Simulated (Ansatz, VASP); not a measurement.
Two plane-wave programs on Ga2Te2O

```
Ga Te O
1.0
     4.10000    0.00000    0.00000
    -2.05000    3.55070    0.00000
     0.00000    0.00000    9.20000
Ga Te O
2 2 1
Direct
  0.00000 0.00000 0.19700
  0.00000 0.00000 0.80300
  0.66667 0.33333 0.68500
  0.33333 0.66667 0.31500
  0.00000 0.00000 0.00000
```

Alike in both runs: task relaxation of cell and atoms; functional PBE; k mesh 3 × 3 × 2; occupations gaussian, width 0.15 eV; no spin polarisation.

|  | VASP | Ansatz |
| --- | --- | --- |
| version | VASP 6.6.1 | Ansatz 0.2.0 |
| potentials or method | VASP PAW PBE potentials, release 64 (Ga_d, Te, O), cutoff 600 eV | scalar-relativistic, plane waves, PAW |
| valence electrons in the cell | 44 | 64 |

Ansatz gave:

| Item | Value |
| --- | --- |
| gap on the k mesh at the Fermi level, each at its own relaxed structure (eV) | 1.14 |
| relaxed volume (Å³/atom) | 29.64 |
| relaxed cell length with the largest relative difference (Å) | 9.571 |

**Question.** Which values does VASP return?

**Answer.** gap on the k mesh at the Fermi level, each at its own relaxed structure (eV): 1.02; relaxed volume (Å³/atom): 28.99; relaxed cell length with the largest relative difference (Å): 9.274.

VASP's potentials hold 44 valence electrons a cell and Ansatz's 64, so a difference there can come from the potentials and not from the codes.

The k mesh is coarse, so the values compare programs but aren't converged. Neither program's run includes spin-orbit coupling.
